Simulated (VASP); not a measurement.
Here is a VASP 6.6.1 calculation.

The input POSCAR:

```
BAs
1.0
    0.0000000000      2.4028725035      2.3918699019
    2.3918699019      0.0000000000      2.3918699019
    2.3918699019      2.4028725035      0.0000000000
B As
1 1
Direct
    0.0000000000      0.0000000000      0.0000000000
    0.2500000000      0.2500000000      0.2500000000
```

File INCAR.step1:

```
SYSTEM = BAs
  PREC = Accurate
  ENCUT = 520
  ISMEAR = 0
  SIGMA = 0.01
  LREAL = .FALSE.
  LASPH = .TRUE.
  NELM = 100
  NBANDS = 11
  GGA = PE
  ALGO = Normal
  EDIFF = 1E-4
  LWAVE = .TRUE.
  LCHARG = .FALSE.
```

File INCAR.step2:

```
SYSTEM = BAs
  PREC = Accurate
  ENCUT = 520
  EDIFF = 1E-6
  ISMEAR = 0
  SIGMA = 0.01
  LREAL = .FALSE.
  LASPH = .TRUE.
  NELM = 100
  ALGO = Normal
  ISIF = 2
  LWAVE = .FALSE.
  LCHARG = .TRUE.
  METAGGA = R2SCAN
  LMIXTAU = .TRUE.
  LELF = .TRUE.
  LVHAR = .TRUE.
  NBANDS = 11
  ISTART = 1
```

Contents of KPOINTS:

```
regular mesh
0
G
  10 10 10
  0 0 0
```

Potentials or basis: VASP PAW PBE potentials, release 64 (B, As).

Command:

```sh
$ cat potpaw_PBE.64/B/POTCAR potpaw_PBE.64/As/POTCAR > POTCAR
$ cp INCAR.step1 INCAR
$ mpirun -np 1 vasp_std > vasp.out
$ cp INCAR.step2 INCAR
$ mpirun -np 1 vasp_std > vasp.out
```

(1) Predict the band gap on the k mesh.

(2) Predict the pressure.

## Answers

(1) 1.34 eV (least direct gap 3.41 eV).

(2) -0.4 GPa.

Caveat: the cell differs from its parent crystal (uniaxial y strain +0.5%); the PAW data sets were made with another functional, which shifts forces and pressure a little.
